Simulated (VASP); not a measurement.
# BeS (I-4m2) in VASP: further runs, part 2 of 2

VASP 6.6.1. The steps go on from the part before.

## (5) Single point, PBE (strain -0.015 along x and y, +0.000 along z)

Input file INCAR:

```
ALGO     = Normal         # electronic algorithm
EDIFF    = 1E-7           # SCF threshold, eV
ENCUT    = 520            # plane-wave cutoff, eV
GGA      = PE             # functional
ISIF     = 2              # what is computed and relaxed
ISMEAR   = 0              # smearing method
LASPH    = T              # aspherical terms in the spheres
LCHARG   = T              # write CHGCAR
LELF     = T              # ELF
LREAL    = F              # projectors in reciprocal space
LVHAR    = T            
LWAVE    = F              # write WAVECAR
NBANDS   = 11             # bands
NELM     = 100            # most SCF steps
PREC     = Accurate       # precision mode
SIGMA    = 0.05           # smearing width, eV
```

Input file KPOINTS:

```
k-points
0
Gamma
  8 8 8
```

Input file POSCAR:

```
BeS
1.0
    0.0000000000      2.3886250000      2.4250000000
    2.3886250000      0.0000000000      2.4250000000
    2.3886250000      2.3886250000      0.0000000000
Be S
1 1
Direct
    0.0000000000      0.0000000000      0.0000000000
    0.7500000000      0.7500000000      0.7500000000
```

Potentials or basis: VASP PAW PBE potentials, release 64 (Be, S).

On the command line:

```
cat potpaw_PBE.64/Be/POTCAR potpaw_PBE.64/S/POTCAR > POTCAR
mpirun -np 1 vasp_std > vasp.out
```

OUTCAR:

```text
EDIFF = 1E-7
   ENCUT = 520
   GGA = PE
   ISIF = 2
   ISMEAR = 0
   LASPH = T
   LREAL = F
   NELM = 100
   PREC = Accurate

 ion  position               nearest neighbor table
   1  0.000  0.000  0.000-   2 2.08   2 2.08   2 2.08   2 2.08
   2  0.750  0.750  0.750-   1 2.08   1 2.08   1 2.08   1 2.08

  LATTYP: Found a body centered tetragonal cell.
 ALAT       =     3.3780258704
 C/A-ratio  =     1.4357498095

  Lattice vectors:

 A1 = (  -2.3886250000,   0.0000000000,   2.4250000000)
 A2 = (   2.3886250000,   0.0000000000,   2.4250000000)
 A3 = (   0.0000000000,   2.3886250000,  -2.4250000000)

Analysis of symmetry for initial positions (statically):
=====================================================================
 Subroutine PRICEL returns:
 Original cell was already a primitive cell.

 Routine SETGRP: Setting up the symmetry group for a
 body centered tetragonal supercell.

 Subroutine GETGRP returns: Found  8 space group operations
 (whereof  8 operations were pure point group operations)
 out of a pool of 16 trial point group operations.

The static configuration has the point symmetry D_2d.

Analysis of symmetry for dynamics (positions and initial velocities):
=====================================================================
 Subroutine PRICEL returns:
 Original cell was already a primitive cell.

 Routine SETGRP: Setting up the symmetry group for a
 body centered tetragonal supercell.

 Subroutine GETGRP returns: Found  8 space group operations
 (whereof  8 operations were pure point group operations)
 out of a pool of 16 trial point group operations.

The dynamic configuration has the point symmetry D_2d.

 Subroutine INISYM returns: Found  8 space group operations
 (whereof  8 operations are pure point group operations),
 and found     1 'primitive' translations

----------------------------------------------------------------------------------------

                                     Primitive cell

  volume of cell :      27.6718

  direct lattice vectors                    reciprocal lattice vectors
     0.000000000  2.388625000  2.425000000    -0.209325449  0.209325449  0.206185567
     2.388625000  0.000000000  2.425000000     0.209325449 -0.209325449  0.206185567
     2.388625000  2.388625000  0.000000000     0.209325449  0.209325449 -0.206185567

  length of vectors
     3.403844061  3.403844061  3.378025870     0.360758610  0.360758610  0.360758610

  position of ions in fractional coordinates (direct lattice)
     0.000000000  0.000000000  0.000000000
     0.750000000  0.750000000  0.750000000

  ion indices of the primitive-cell ions
   primitive index   ion index
                 1           1
                 2           2

----------------------------------------------------------------------------------------

 KPOINTS: k-points

Automatic generation of k-mesh.
 Grid dimensions read from file:
 generate k-points for:    8    8    8

 Generating k-lattice:

  Cartesian coordinates                     Fractional coordinates (reciprocal lattice)
    -0.026165681  0.026165681  0.025773196     0.125000000  0.000000000  0.000000000
     0.026165681 -0.026165681  0.025773196     0.000000000  0.125000000  0.000000000
     0.026165681  0.026165681 -0.025773196     0.000000000  0.000000000  0.125000000

  Length of vectors
     0.045094826  0.045094826  0.045094826

  Shift w.r.t. Gamma in fractional coordinates (k-lattice)
     0.000000000  0.000000000  0.000000000

 Subroutine IBZKPT returns following result:
 ===========================================

 Found     59 irreducible k-points:

 Following reciprocal coordinates:
            Coordinates               Weight
  0.000000  0.000000  0.000000      1.000000
  0.125000  0.000000  0.000000      8.000000
  0.250000  0.000000  0.000000      8.000000
  0.375000 -0.000000  0.000000      8.000000
  0.500000  0.000000  0.000000      4.000000
  0.125000  0.125000  0.000000      2.000000
[... 16 lines left out ...]
  0.250000  0.000000  0.125000     16.000000
  0.375000 -0.000000  0.125000     16.000000
 [... further k-points ...]
   k-points           NKPTS =     59   k-points in BZ     NKDIM =     59   number of bands    NBANDS=     11
   number of dos      NEDOS =    301   number of ions     NIONS =      2
   total plane-waves  NPLWV =  21952
   dimension x,y,z NGX =    28 NGY =   28 NGZ =   28
   dimension x,y,z NGXF=    56 NGYF=   56 NGZF=   56
   ions per type =               1   1
   NGX,Y,Z   is equivalent  to a cutoff of  13.68, 13.68, 13.78 a.u.
   NGXF,Y,Z  is equivalent  to a cutoff of  27.35, 27.35, 27.56 a.u.
 SYSTEM =  unknown system
   PREC   = accura    normal or accurate (medium, high low for compatibility)
   ISTART =      0    job   : 0-new  1-cont  2-samecut
   ICHARG =      2    charge: 1-file 2-atom 10-const
   ISPIN  =      1    spin polarized calculation?
   LNONCOLLINEAR =      F non collinear calculations
   LSORBIT =      F    spin-orbit coupling
   LASPH  =      T    aspherical Exc in radial PAW
   ENCUT  =  520.0 eV  38.22 Ry    6.18 a.u.   6.33  6.33  6.28*2*pi/ulx,y,z
   NELM   =    100;   NELMIN=  2; NELMDL= -5     # of ELM steps
   EDIFF  = 0.1E-06   stopping-criterion for ELM
   LREAL  =      F    real-space projection
   EDIFFG = 0.1E-05   stopping-criterion for IOM
   NSW    =      0    number of steps for IOM
   IBRION =     -1    ionic relax: 0-MD 1-quasi-New 2-CG
   NFREE  =      0    steps in history (QN), initial steepest desc. (CG)
   ISIF   =      2    stress and relaxation
   ISYM   =      2    0-nonsym 1-usesym 2-fastsym
   POTIM  = 0.5000    time-step for ionic-motion
   TEBEG  =    0.0;   TEEND  =   0.0 temperature during run
   PSTRESS=    0.0 pullay stress
   NELECT =       8.0000    total number of electrons
   NUPDOWN=      -1.0000    fix difference up-down
   EMIN   =  10.00;   EMAX   =-10.00  energy-range for DOS
   EFERMI =   0.00;   METHOD = LEGACY
   ISMEAR =     0;   SIGMA  =   0.05  broadening in eV -4-tet -1-fermi 0-gaus
   EFERMI_NEDOS =   21; number of points for ismear=-14 and -15
   IALGO  =     38    algorithm
   IMIX   =      4    mixing-type and parameters
     AMIX     =   0.40;   BMIX     =  1.00
     AMIX_MAG =   1.60;   BMIX_MAG =  1.00
  volume/ion in A,a.u.               =      13.84        93.37
  Fermi-wavevector in a.u.,A,eV,Ry     =   1.082494  2.045618 15.943223  1.171794
  Thomas-Fermi vector in A             =   2.218537
   LORBIT       =      0    0 simple, 1 ext, 2 COOP (PROOUT), +10 PAW based schemes
   GGA     = PE    functional components
   LHFCALC =     F    Hartree Fock is set to
   AEXX    =    0.0000 exact exchange contribution
   IVDW    =     0    specifies the selected vdW correction
   LEPSILON=     F    determine dielectric tensor
   LRPA    =     F    only Hartree local field effects (RPA)
 non-spin polarized calculation
 Gauss-broadening in eV      SIGMA  =   0.05
  energy-cutoff  :      520.00
  volume of cell :       27.67
 maximum number of plane-waves:       758
 NGX is ok and might be reduce to    28
   NGX = 13   NGY = 13   NGZ = 13

 number of electron       8.0000001 magnetization

 Free energy of the ion-electron system (eV)
  ---------------------------------------------------
  ext. energy  EPLUGINS =         0.00000000
  ---------------------------------------------------
  free energy    TOTEN  =        -9.99303390 eV

  energy without entropy =       -9.99303390  energy(sigma->0) =       -9.99303390

 E-fermi :   4.7342     XC(G=0):  -9.8566

 val. band max:        4.5216574033   @ k =   0.0000   0.0000   0.0000
 cond. band min:       7.4936737045   @ k =   0.5000   0.0000   0.5000
 fundamental gap:      2.9720163012
 Fermi energy:         4.7341562454

 k-point     1 :       0.0000    0.0000    0.0000
  band No.  band energies     occupation
      1      -9.4068      2.00000
      2       4.4365      2.00000
      3       4.5217      2.00000
      4       4.5217      2.00000
      5      10.1432      0.00000
      6      10.1432      0.00000
      7      10.1632      0.00000
      8      10.6375      0.00000
      9      17.1893      0.00000
     10      17.5362      0.00000
     11      19.6018      0.00000
[... 309 lines left out ...]
 k-point    24 :       0.3750   -0.0000    0.1250
  band No.  band energies     occupation
      1      -8.1304      2.00000
      2      -0.1115      2.00000
      3       3.0438      2.00000
      4       3.1728      2.00000
      5      10.0185      0.00000
      6      11.5653      0.00000
      7      12.1239      0.00000
      8      13.4457      0.00000
      9      17.5020      0.00000
     10      18.7438      0.00000
     11      19.7810      0.00000

 [... further k-points ...]
[... 5 lines left out ...]
  --------------------------------------------------------------------------------------
  -------------------------------------------------------------------------------------
  Total        0.9008519      0.9008519      0.6354011      0.0000000      0.0000000      0.0000000
  in kB       52.1586417     52.1586417     36.7892442      0.0000000      0.0000000      0.0000000
  external PRESSURE =      47.0355092 kB  Pullay stress =       0.0000000 kB

 VOLUME and BASIS-vectors are now :
 -----------------------------------------------------------------------------
  energy-cutoff  :      520.00
  volume of cell :       27.67
      direct lattice vectors                 reciprocal lattice vectors
     0.000000000  2.388625000  2.425000000    -0.209325449  0.209325449  0.206185567
     2.388625000  0.000000000  2.425000000     0.209325449 -0.209325449  0.206185567
     2.388625000  2.388625000  0.000000000     0.209325449  0.209325449 -0.206185567

 POSITION                                       TOTAL-FORCE (eV/Angst)
 -----------------------------------------------------------------------------------
      0.00000      0.00000      0.00000         0.000000      0.000000      0.000000
      3.58294      3.58294      3.63750        -0.000000     -0.000000     -0.000000
 -----------------------------------------------------------------------------------
    total drift:                                0.000000      0.000000     -0.000000

  FREE ENERGIE OF THE ION-ELECTRON SYSTEM (eV)
  ---------------------------------------------------
  free  energy   TOTEN  =        -9.9930339015 eV

  energy  without entropy=       -9.9930339015  energy(sigma->0) =       -9.99303390
```

Wall time 36 s (1 thread of Intel Xeon 8259CL, shared host); peak memory 0.16 GiB.

What came out:

```
Free energy            : -9.9930 eV
Pressure               : 4.7 GPa
Band gap on the k mesh : 2.97 eV, indirect (least direct gap 5.62 eV)
```

Caveat: the cell differs from its parent crystal (strain -0.015 along x and y, +0.000 along z). A k mesh can miss the band edges.

## (6) Single point, PBE (strain -0.015 along x and y, +0.030 along z)

Input file INCAR:

```
PREC = Accurate ; ENCUT = 520
EDIFF = 1E-6 ; ISMEAR = 0
SIGMA = 0.05 ; LREAL = False
LASPH = True ; NELM = 100
ALGO = Normal ; ISIF = 2
LWAVE = False ; LCHARG = False
GGA = PE ; NBANDS = 11
```

Input file KPOINTS:

```
Automatic mesh
0
Gamma
  8 8 8
```

Input file POSCAR:

```
BeS
1.0
    0.0000000000      2.3886250000      2.4977500000
    2.3886250000      0.0000000000      2.4977500000
    2.3886250000      2.3886250000      0.0000000000
Be S
1 1
Direct
    0.0000000000      0.0000000000      0.0000000000
    0.7500000000      0.7500000000      0.7500000000
```

Potentials or basis: VASP PAW PBE potentials, release 64 (Be, S).

On the command line:

```
cat potpaw_PBE.64/Be/POTCAR potpaw_PBE.64/S/POTCAR > POTCAR
mpirun -np 1 vasp_std > vasp.out
```

OUTCAR:

```text
PREC = Accurate
   ENCUT = 520
   EDIFF = 1E-6
   ISMEAR = 0
   LREAL = False
   LASPH = True
   NELM = 100
   ISIF = 2
   GGA = PE

 ion  position               nearest neighbor table
   1  0.000  0.000  0.000-   2 2.10   2 2.10   2 2.10   2 2.10
   2  0.750  0.750  0.750-   1 2.10   1 2.10   1 2.10   1 2.10

  LATTYP: Found a body centered tetragonal cell.
 ALAT       =     3.3780258704
 C/A-ratio  =     1.4788223038

  Lattice vectors:

 A1 = (  -2.3886250000,   0.0000000000,   2.4977500000)
 A2 = (   2.3886250000,   0.0000000000,   2.4977500000)
 A3 = (   0.0000000000,   2.3886250000,  -2.4977500000)

Analysis of symmetry for initial positions (statically):
=====================================================================
 Subroutine PRICEL returns:
 Original cell was already a primitive cell.

 Routine SETGRP: Setting up the symmetry group for a
 body centered tetragonal supercell.

 Subroutine GETGRP returns: Found  8 space group operations
 (whereof  8 operations were pure point group operations)
 out of a pool of 16 trial point group operations.

The static configuration has the point symmetry D_2d.

Analysis of symmetry for dynamics (positions and initial velocities):
[... 166 lines left out ...]

 k-point     1 :       0.0000    0.0000    0.0000
  band No.  band energies     occupation
      1      -9.5121      2.00000
      2       4.0115      2.00000
      3       4.2709      2.00000
      4       4.2709      2.00000
      5       9.8476      0.00000
      6       9.8476      0.00000
      7       9.9088      0.00000
      8      10.0629      0.00000
      9      16.4589      0.00000
     10      17.4983      0.00000
     11      19.0697      0.00000
[... 309 lines left out ...]
 k-point    24 :       0.3750   -0.0000    0.1250
  band No.  band energies     occupation
      1      -8.2793      2.00000
      2      -0.2924      2.00000
      3       2.6957      2.00000
      4       3.0086      2.00000
      5       9.5964      0.00000
      6      11.1865      0.00000
      7      11.8295      0.00000
      8      12.9910      0.00000
      9      17.0517      0.00000
     10      18.2647      0.00000
     11      19.3919      0.00000

 [... further k-points ...]
[... 5 lines left out ...]
  --------------------------------------------------------------------------------------
  -------------------------------------------------------------------------------------
  Total        0.5629661      0.5629661     -0.2714681      0.0000000      0.0000000      0.0000000
  in kB       31.6459324     31.6459324    -15.2599953      0.0000000      0.0000000      0.0000000
  external PRESSURE =      16.0106232 kB  Pullay stress =       0.0000000 kB

 VOLUME and BASIS-vectors are now :
 -----------------------------------------------------------------------------
  energy-cutoff  :      520.00
  volume of cell :       28.50
      direct lattice vectors                 reciprocal lattice vectors
     0.000000000  2.388625000  2.497750000    -0.209325449  0.209325449  0.200180162
     2.388625000  0.000000000  2.497750000     0.209325449 -0.209325449  0.200180162
     2.388625000  2.388625000  0.000000000     0.209325449  0.209325449 -0.200180162

 POSITION                                       TOTAL-FORCE (eV/Angst)
 -----------------------------------------------------------------------------------
      0.00000      0.00000      0.00000        -0.000000     -0.000000     -0.000000
      3.58294      3.58294      3.74662         0.000000      0.000000      0.000000
 -----------------------------------------------------------------------------------
    total drift:                                0.000000      0.000000     -0.000000

  FREE ENERGIE OF THE ION-ELECTRON SYSTEM (eV)
  ---------------------------------------------------
  free  energy   TOTEN  =        -9.9986728207 eV

  energy  without entropy=       -9.9986728207  energy(sigma->0) =       -9.99867282
```

OSZICAR:

```text
N       E                     dE             d eps       ncg     rms          rms(c)
DAV:   1     0.200124999462E+02    0.20012E+02   -0.37691E+03  1298   0.618E+02
DAV:   2    -0.898166779253E+01   -0.28994E+02   -0.27875E+02  1721   0.117E+02
DAV:   3    -0.101667887852E+02   -0.11851E+01   -0.11831E+01  1696   0.233E+01
DAV:   4    -0.101734116405E+02   -0.66229E-02   -0.66219E-02  1575   0.207E+00
DAV:   5    -0.101734694899E+02   -0.57849E-04   -0.57849E-04  1759   0.190E-01    0.568E+00
DAV:   6    -0.100381039923E+02    0.13537E+00   -0.11740E-01  1492   0.164E+00    0.387E+00
DAV:   7    -0.999734875734E+01    0.40755E-01   -0.11813E-01  1611   0.180E+00    0.100E+00
DAV:   8    -0.999853804252E+01   -0.11893E-02   -0.65779E-03  1700   0.417E-01    0.146E-01
DAV:   9    -0.999862862287E+01   -0.90580E-04   -0.50390E-04  1608   0.142E-01    0.294E-02
DAV:  10    -0.999866721424E+01   -0.38591E-04   -0.70581E-05  1578   0.467E-02    0.992E-03
DAV:  11    -0.999867256868E+01   -0.53544E-05   -0.16678E-05  1610   0.214E-02    0.832E-03
DAV:  12    -0.999867282067E+01   -0.25198E-06   -0.39045E-07  1179   0.454E-03
   1 F= -.99986728E+01 E0= -.99986728E+01  d E =-.132562E-13
```

stdout:

```text
POSCAR found type information on POSCAR BeS
 POSCAR found :  2 types and       2 ions
 scaLAPACK will be used
 LDA part: xc-table for (Slater+PW92), standard interpolation
 POSCAR, INCAR and KPOINTS ok, starting setup
 FFT: planning ... GRIDC
 FFT: planning ... GRID_SOFT
 FFT: planning ... GRID
 WAVECAR not read
 entering main loop
```

Run time: 31 s. Hardware: 1 thread of Intel Xeon 8259CL, shared host; peak memory 0.16 GiB.

What came out:

| Item | Value |
| --- | --- |
| Free energy | -9.9987 eV |
| Pressure | 1.6 GPa |
| Band gap on the k mesh | 2.91 eV, indirect (least direct gap 5.58 eV) |

Levels at points of the mesh, in eV from the valence-band top:
| k point | band 1 | band 2 | band 3 | band 4 | band 5 | band 6 | band 7 | band 8 |
| --- | --- | --- | --- | --- | --- | --- | --- | --- |
| (0.00, 0.00, 0.00) | -13.78 | -0.26 | 0.00 | 0.00 | 5.58 | 5.58 | 5.64 | 5.79 |
| (0.50, 0.00, 0.00) | -12.17 | -5.88 | -1.33 | -0.91 | 5.25 | 6.44 | 6.68 | 11.14 |
| (0.50, 0.50, 0.00) | -11.77 | -5.31 | -2.49 | -2.49 | 3.27 | 5.11 | 12.68 | 12.68 |
| (0.50, 0.00, 0.50) | -11.55 | -5.01 | -2.88 | -2.80 | 2.91 | 4.70 | 12.50 | 12.70 |

Caveat: the cell differs from its parent crystal (strain -0.015 along x and y, +0.030 along z).

## (7) Summary

| cell | gap on the mesh (eV) | pressure (GPa) |
| --- | --- | --- |
| a = 3.352, b = 3.352, c = 3.378 Å, angles 59.7, 59.7, 60.5°, 2 atoms | 2.82 | 8.2 |
| a = 3.431, b = 3.431, c = 3.327 Å, angles 61.0, 61.0, 58.0°, 2 atoms | 2.76 | 4.8 |
| a = 3.378, b = 3.378, c = 3.429 Å, angles 59.5, 59.5, 61.0°, 2 atoms | 2.78 | 4.7 |
| a = 3.404, b = 3.404, c = 3.378 Å, angles 60.3, 60.3, 59.5°, 2 atoms | 2.97 | 4.7 |
| a = 3.456, b = 3.456, c = 3.378 Å, angles 60.7, 60.7, 58.5°, 2 atoms | 2.91 | 1.6 |

Alike in all rows: task single point; level PBE; potentials or basis VASP PAW PBE potentials, release 64 (Be, S); no spin polarisation; k mesh 8 × 8 × 8; cutoff (eV) 520; smearing gaussian 0.05 eV.

Total energies depend on the potentials used, so only differences within one code and one set of settings carry meaning.
